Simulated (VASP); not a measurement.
# Ba9S8 (a cell with a defect) in VASP: a series of runs

Runs on Ba9S8 (a cell with a defect). Level: PBE. Tasks: single point.

Everything below comes from runs of VASP 6.6.1. Logs are shortened: lines on timing, memory, paths and dates and some standing lists are left out, and cuts for length are marked.

**1. The cell of the first run**

The cell holds a defect, 17 atoms: a = 9.091 Å, b = 9.091 Å, c = 9.091 Å, α = 60.00°, β = 60.00°, γ = 60.00°.

**2. Single point, PBE (with an interstitial atom, then relaxed in part)**

Contents of INCAR:

```
SYSTEM = Ba9S8
  PREC = Accurate
  ENCUT = 520
  EDIFF = 1E-6
  ISMEAR = 0
  SIGMA = 0.02
  LREAL = Auto
  LASPH = .True.
  NELM = 80
  ALGO = Normal
  ISIF = 2
  LWAVE = .False.
  LCHARG = .True.
  GGA = PE
  LELF = .True.
  LVHAR = .True.
  NBANDS = 83
```

Contents of KPOINTS:

```
Automatic mesh
0
Gamma
  2 2 2
  0 0 0
```

Contents of POSCAR:

```
Ba9S8
1.0
    6.4285179485      0.0000000000      6.4285179485
    0.0000000000     -6.4285179485      6.4285179485
    6.4285179485     -6.4285179485      0.0000000000
Ba S
9 8
Direct
   -0.0004205282      0.5005117864      0.4992389779
   -0.0004088159      0.0009376213      0.4992568811
    0.4999799696      0.5005540209      0.4992129257
    0.5192989475      0.0203661606      0.4402669834
   -0.0003934121      0.5006042305      0.9994862038
   -0.0595898644      0.0204248848      1.0190173110
    0.5195483429      0.4411205904      1.0191456573
    0.5195251749      0.0204341182      1.0191273962
    0.3747303546      0.8753862062      0.8747138147
    0.7546942590      0.7357224795      0.2543286492
    0.7546939008      0.2554986787      0.2543321981
    0.2455773396      0.7465069756      0.2616828992
    0.2347701511      0.2555818380      0.2543221248
    0.7618043808      0.7466018583      0.7452719994
    0.7547076771      0.2555943773      0.7343669830
    0.2457116586      0.7466885799      0.7453180573
    0.2457303890      0.2625045782      0.7453325471
```

Potentials or basis: VASP PAW PBE potentials, release 64 (Ba_sv, S).

Run with:

```sh
cat potpaw_PBE.64/Ba_sv/POTCAR potpaw_PBE.64/S/POTCAR > POTCAR
mpirun -np 1 vasp_std > vasp.out
```

OUTCAR:

```text
SYSTEM = Ba9S8
   PREC = Accurate
   ENCUT = 520
   EDIFF = 1E-6
   ISMEAR = 0
   LREAL = Auto
   LASPH = .True.
   NELM = 80
   ISIF = 2
   GGA = PE

 ion  position               nearest neighbor table
   1  1.000  0.501  0.499-  15 3.15  10 3.15  13 3.15  12 3.16  14 3.16  17 3.17   2 4.54   3 4.54
                             5 4.54   5 4.55   3 4.55   2 4.55   4 4.57   6 4.57   7 4.57   7 4.57
   2  1.000  0.001  0.499-  15 3.15  11 3.15  13 3.15  12 3.16  14 3.16  16 3.16   1 4.54   3 4.54
                             5 4.54   5 4.55   3 4.55   1 4.55   4 4.57   6 4.57   8 4.57   8 4.57
   3  0.500  0.501  0.499-  15 3.15  10 3.15  11 3.15  12 3.16  16 3.17  17 3.17   1 4.54   2 4.54
                             5 4.54   5 4.55   2 4.55   1 4.55   4 4.57   4 4.57   8 4.57   7 4.57
   4  0.519  0.020  0.440-  13 3.06  11 3.06  10 3.06   9 3.22  17 3.53  16 3.53  14 3.53   7 3.83
                             8 3.83   6 3.83   2 4.57   1 4.57   3 4.57   3 4.57   1 4.57   2 4.57
   5  1.000  0.501  0.999-  10 3.15  13 3.15  11 3.15  14 3.16  16 3.16  17 3.17   3 4.54   1 4.54
                             2 4.54   2 4.55   1 4.55   3 4.55   8 4.57   6 4.57   7 4.57   6 4.57
   6  0.940  0.020  0.019-  15 3.06  11 3.06  10 3.06   9 3.22  17 3.53  16 3.53  12 3.53   7 3.83
                             8 3.83   4 3.83   2 4.57   1 4.57   5 4.57   5 4.57   1 4.57   2 4.57
   7  0.520  0.441  0.019-  15 3.06  11 3.06  13 3.06   9 3.22  16 3.53  14 3.53  12 3.53   8 3.82
                             6 3.83   4 3.83   1 4.57   5 4.57   3 4.57   3 4.57   1 4.57   5 4.57
   8  0.520  0.020  0.019-  13 3.06  15 3.06  10 3.06   9 3.22  17 3.53  14 3.53  12 3.53   7 3.82
                             6 3.83   4 3.83   5 4.57   2 4.57   3 4.57   3 4.57   2 4.57   5 4.57
   9  0.375  0.875  0.875-  12 2.87  14 2.87  16 2.87  17 2.87   8 3.22   7 3.22   6 3.22   4 3.22

  10  0.755  0.736  0.254-   8 3.06   6 3.06   4 3.06   1 3.15   3 3.15   5 3.15
  11  0.755  0.255  0.254-   7 3.06   6 3.06   4 3.06   2 3.15   3 3.15   5 3.15
  12  0.246  0.747  0.262-   9 2.87   3 3.16   1 3.16   2 3.16   6 3.53   8 3.53   7 3.53
  13  0.235  0.256  0.254-   7 3.06   8 3.06   4 3.06   2 3.15   1 3.15   5 3.15
  14  0.762  0.747  0.745-   9 2.87   5 3.16   2 3.16   1 3.16   4 3.53   8 3.53   7 3.53
  15  0.755  0.256  0.734-   7 3.06   6 3.06   8 3.06   2 3.15   1 3.15   3 3.15
  16  0.246  0.747  0.745-   9 2.87   2 3.16   5 3.16   3 3.17   4 3.53   6 3.53   7 3.53
  17  0.246  0.263  0.745-   9 2.87   1 3.17   5 3.17   3 3.17   4 3.53   6 3.53   8 3.53

  LATTYP: Found a face centered cubic cell.
 ALAT       =    12.8570358970

  Lattice vectors:

 A1 = (   6.4285179485,   0.0000000000,   6.4285179485)
 A2 = (   0.0000000000,  -6.4285179485,   6.4285179485)
 A3 = (   6.4285179485,  -6.4285179485,   0.0000000000)

Analysis of symmetry for initial positions (statically):
=====================================================================
 Subroutine PRICEL returns:
 Original cell was already a primitive cell.

 Routine SETGRP: Setting up the symmetry group for a
[... 149 lines left out ...]
   EFERMI_NEDOS =   21; number of points for ismear=-14 and -15
   IALGO  =     38    algorithm
   IMIX   =      4    mixing-type and parameters
     AMIX     =   0.40;   BMIX     =  1.00
     AMIX_MAG =   1.60;   BMIX_MAG =  1.00
  volume/ion in A,a.u.               =      31.25       210.92
  Fermi-wavevector in a.u.,A,eV,Ry     =   1.044513  1.973843 14.844044  1.091006
  Thomas-Fermi vector in A             =   2.179268
   LORBIT       =      0    0 simple, 1 ext, 2 COOP (PROOUT), +10 PAW based schemes
   GGA     = PE    functional components
   LHFCALC =     F    Hartree Fock is set to
   AEXX    =    0.0000 exact exchange contribution
   IVDW    =     0    specifies the selected vdW correction
   LEPSILON=     F    determine dielectric tensor
   LRPA    =     F    only Hartree local field effects (RPA)
 non-spin polarized calculation
 Gauss-broadening in eV      SIGMA  =   0.02
  energy-cutoff  :      520.00
  volume of cell :      531.33
 maximum number of plane-waves:     14344
 NGX is ok and might be reduce to    70
   NGX = 33   NGY = 33   NGZ = 33

 number of electron     138.0000003 magnetization

 Free energy of the ion-electron system (eV)
  ---------------------------------------------------
  ext. energy  EPLUGINS =         0.00000000
  ---------------------------------------------------
  free energy    TOTEN  =       -79.61962848 eV

  energy without entropy =      -79.61126484  energy(sigma->0) =      -79.61544666

 E-fermi :   4.1941     XC(G=0):  -8.8741

 val. band max:        4.1880171266   @ k =   0.0000   0.5000   0.0000
 cond. band min:       4.4042967619   @ k =   0.0000   0.5000   0.5000
 fundamental gap:      0.2162796353
 Fermi energy:         4.1941434660

 k-point     1 :       0.0000    0.0000    0.0000
  band No.  band energies     occupation
      1     -24.6955      2.00000
      2     -24.3854      2.00000
      3     -24.3844      2.00000
      4     -24.3830      2.00000
      5     -24.2122      2.00000
      6     -24.1066      2.00000
[... 661 lines left out ...]
     80       6.1591      0.00000
     81       6.3973      0.00000
 [bands above 81 left out]

------------------------ aborting loop because EDIFF is reached ----------------------------------------

  FORCE on cell =-STRESS in cart. coord.  units (eV):
  Direction    XX          YY          ZZ          XY          YZ          ZX
  --------------------------------------------------------------------------------------
  -------------------------------------------------------------------------------------
  Total       14.4573615     14.4352257     14.4377696      0.0021472     -0.0093665      0.0013949
  in kB       43.5950363     43.5282876     43.5359586      0.0064747     -0.0282439      0.0042063
  external PRESSURE =      43.5530942 kB  Pullay stress =       0.0000000 kB

 VOLUME and BASIS-vectors are now :
 -----------------------------------------------------------------------------
  energy-cutoff  :      520.00
  volume of cell :      531.33
      direct lattice vectors                 reciprocal lattice vectors
     6.428517948  0.000000000  6.428517948     0.077778425  0.077778425  0.077778425
     0.000000000 -6.428517948  6.428517948    -0.077778425 -0.077778425  0.077778425
     6.428517948 -6.428517948  0.000000000     0.077778425 -0.077778425 -0.077778425

 POSITION                                       TOTAL-FORCE (eV/Angst)
 -----------------------------------------------------------------------------------
      9.63518     -6.42692      9.64336         0.000624     -0.001967      0.003316
      9.63537     -3.21551      6.43192        -0.000146      0.002897     -0.001705
      6.42333     -6.42702      6.43195        -0.004678     -0.001905     -0.001924
      6.16859     -2.96119      3.46925        -0.005130      0.007425      0.006804
     12.85120     -9.64336      9.64413        -0.003987      0.002709      0.002618
      6.16770     -0.25355      6.17675        -0.005348     -0.006466     -0.006799
[... 9 lines left out ...]
      6.37085     -9.59139      6.37966        -0.033103      0.035717     -0.036651
      6.37107     -6.47890      3.26720        -0.033858     -0.036346      0.035227
 -----------------------------------------------------------------------------------
    total drift:                               -0.014939      0.001019      0.006441

  FREE ENERGIE OF THE ION-ELECTRON SYSTEM (eV)
  ---------------------------------------------------
  free  energy   TOTEN  =       -79.6196284773 eV

  energy  without entropy=      -79.6112648430  energy(sigma->0) =      -79.61544666
```

OSZICAR:

```text
N       E                     dE             d eps       ncg     rms          rms(c)
DAV:   1     0.103994140498E+04    0.10399E+04   -0.60744E+04  1328   0.145E+03
DAV:   2     0.626764554575E+01   -0.10337E+04   -0.10042E+04  1915   0.282E+02
DAV:   3    -0.807078589972E+02   -0.86976E+02   -0.86427E+02  1592   0.825E+01
DAV:   4    -0.836193492329E+02   -0.29115E+01   -0.29034E+01  1992   0.144E+01
DAV:   5    -0.836720944592E+02   -0.52745E-01   -0.52701E-01  1832   0.206E+00    0.171E+01
DAV:   6    -0.796653553284E+02    0.40067E+01   -0.11113E+01  1488   0.768E+00    0.109E+01
DAV:   7    -0.795720083091E+02    0.93347E-01   -0.38703E+00  1768   0.451E+00    0.600E+00
DAV:   8    -0.795838268897E+02   -0.11819E-01   -0.28761E-01  1592   0.147E+00    0.346E+00
DAV:   9    -0.796168309426E+02   -0.33004E-01   -0.62137E-02  1512   0.933E-01    0.399E-01
DAV:  10    -0.796164090163E+02    0.42193E-03   -0.15075E-02  1616   0.287E-01    0.265E-01
DAV:  11    -0.796189511181E+02   -0.25421E-02   -0.37246E-03  1648   0.196E-01    0.213E-01
DAV:  12    -0.796195582774E+02   -0.60716E-03   -0.82996E-04  1696   0.789E-02    0.139E-01
DAV:  13    -0.796196048479E+02   -0.46570E-04   -0.22842E-04  1816   0.372E-02    0.912E-02
DAV:  14    -0.796196248573E+02   -0.20009E-04   -0.13977E-04  1528   0.331E-02    0.490E-02
DAV:  15    -0.796196281628E+02   -0.33055E-05   -0.14304E-05  1720   0.110E-02    0.125E-02
DAV:  16    -0.796196284773E+02   -0.31452E-06   -0.66728E-07  1024   0.256E-03
   1 F= -.79619628E+02 E0= -.79615447E+02  d E =-.836363E-02
```

stdout:

```text
POSCAR found type information on POSCAR BaS
 POSCAR found :  2 types and      17 ions
 scaLAPACK will be used
 LDA part: xc-table for (Slater+PW92), standard interpolation
 POSCAR, INCAR and KPOINTS ok, starting setup
 FFT: planning ... GRIDC
 FFT: planning ... GRID_SOFT
 FFT: planning ... GRID
 WAVECAR not read
 entering main loop
```

It took 8.7 min on 1 thread of Intel Xeon 6975P-C (Granite Rapids), shared host; peak memory 0.78 GiB.

Results:

| Quantity | Value |
| --- | --- |
| Free energy | -79.6196 eV |
| Pressure | 4.4 GPa |
| Largest force | 0.061 eV/Å |
| Band gap on the k mesh | zero (bands 69 and 70 overlap by 0.58 eV) |

Forces in eV/Å, atoms in the order of the input:
```
Ba   0.001 -0.002  0.003
Ba   0.000  0.003 -0.002
Ba  -0.005 -0.002 -0.002
Ba  -0.005  0.007  0.007
Ba  -0.004  0.003  0.003
Ba  -0.005 -0.006 -0.007
Ba   0.006  0.006 -0.006
Ba   0.007 -0.006  0.006
Ba   0.001  0.002  0.000
S    0.031  0.031 -0.032
S    0.032 -0.033  0.033
S    0.036 -0.034 -0.034
S   -0.031 -0.031 -0.032
S    0.036  0.034  0.034
S   -0.031  0.029  0.029
S   -0.033  0.036 -0.037
S   -0.034 -0.036  0.035
```

Caveat: the k points lie up to 0.42 Å⁻¹ apart, too coarse for converged energies and pressures of a metal; the cell differs from its parent crystal (with an interstitial atom, then relaxed in part); spin-orbit coupling is left out, which moves the levels of the heavy elements.

**3. Single point, PBE**

Contents of INCAR:

```
ALGO = Normal
EDIFF = 1E-6
ENCUT = 520
GGA = PE
ISIF = 2
ISMEAR = 0
LASPH = T
LCHARG = T
LELF = T
LREAL = Auto
LVHAR = T
LWAVE = F
NBANDS = 83
NELM = 100
PREC = Accurate
SIGMA = 0.02
```

Contents of KPOINTS:

```
k-points
0
Gamma
  2 2 2
```

Contents of POSCAR:

```
Ba9S8
1.0
    6.4285179485      0.0000000000      6.4285179485
    0.0000000000     -6.4285179485      6.4285179485
    6.4285179485     -6.4285179485      0.0000000000
Ba S
9 8
Direct
   -0.0002138129      0.4997409241      0.4998673918
   -0.0002020683      0.0001666014      0.4998853586
    0.5001866722      0.4997831578      0.4998413360
    0.5195056663      0.0195952630      0.4408954790
   -0.0001866682      0.4998332471      1.0001146534
   -0.0593831273      0.0196539079      1.0196458270
    0.5197550239      0.4403496300      1.0197741614
    0.5197319237      0.0196631636      1.0197558835
    0.3749370414      0.8746153538      0.8753422710
    0.7549009801      0.7349515919      0.2549571321
    0.7549005912      0.2547277636      0.2549606322
    0.2457841003      0.7457360372      0.2623113933
    0.2349768659      0.2548109865      0.2549505210
    0.7620111726      0.7458309269      0.7459004608
    0.7549143580      0.2548235088      0.7349954590
    0.2459183458      0.7459177276      0.7459465056
    0.2459371682      0.2617336552      0.7459609724
```

Potentials or basis: VASP PAW PBE potentials, release 64 (Ba_sv, S).

Run with:

```sh
cat potpaw_PBE.64/Ba_sv/POTCAR potpaw_PBE.64/S/POTCAR > POTCAR
mpirun -np 1 vasp_std > vasp.out
```

Run time: 9.6 min. Hardware: 1 thread of Intel Xeon 6975P-C (Granite Rapids), shared host; peak memory 0.78 GiB.

Results (log left out):

| Quantity | Value |
| --- | --- |
| Free energy | -79.6195 eV |
| Pressure | 4.4 GPa |
| Largest force | 0.062 eV/Å |
| Band gap on the k mesh | zero (bands 69 and 70 overlap by 0.58 eV) |

Forces in eV/Å, atoms in the order of the input:
```
Ba   0.002 -0.001  0.000
Ba   0.000  0.003 -0.003
Ba  -0.001  0.000 -0.004
Ba  -0.005  0.007  0.008
Ba   0.000  0.003 -0.002
Ba  -0.005 -0.007 -0.006
Ba   0.005  0.005 -0.005
Ba   0.005 -0.006  0.007
Ba   0.000  0.001  0.001
S    0.030  0.031 -0.032
S    0.031 -0.033  0.034
S    0.035 -0.035 -0.034
S   -0.033 -0.031 -0.030
S    0.035  0.034  0.035
S   -0.031  0.029  0.030
S   -0.034  0.036 -0.036
S   -0.035 -0.036  0.036
```

Levels at points of the mesh, in eV from the Fermi level:
| k point | band 67 | band 68 | band 69 | band 70 | band 71 | band 72 |
| --- | --- | --- | --- | --- | --- | --- |
| (0.00, 0.00, 0.00) | -2.63 | -2.63 | -0.59 | -0.59 | -0.28 | 0.91 |
| (0.50, 0.00, 0.00) | -2.99 | -2.99 | -0.01 | 0.47 | 0.47 | 0.83 |
| (0.00, 0.50, 0.00) | -2.99 | -2.99 | -0.01 | 0.47 | 0.47 | 0.83 |
| (0.00, 0.00, 0.50) | -2.99 | -2.99 | -0.01 | 0.47 | 0.47 | 0.84 |
| (0.50, 0.50, 0.50) | -2.99 | -2.99 | -0.01 | 0.47 | 0.47 | 0.83 |
| (0.50, 0.50, 0.00) | -2.69 | -2.69 | -0.01 | 0.21 | 0.55 | 1.21 |
| (0.00, 0.50, 0.50) | -2.69 | -2.69 | -0.01 | 0.21 | 0.55 | 1.21 |
| (0.50, 0.00, 0.50) | -2.69 | -2.69 | -0.01 | 0.21 | 0.55 | 1.21 |

Caveat: the k points lie up to 0.42 Å⁻¹ apart, too coarse for converged energies and pressures of a metal; spin-orbit coupling is left out, which moves the levels of the heavy elements.

The gap in the log of VASP goes by the Fermi energy; the results here count the filled bands.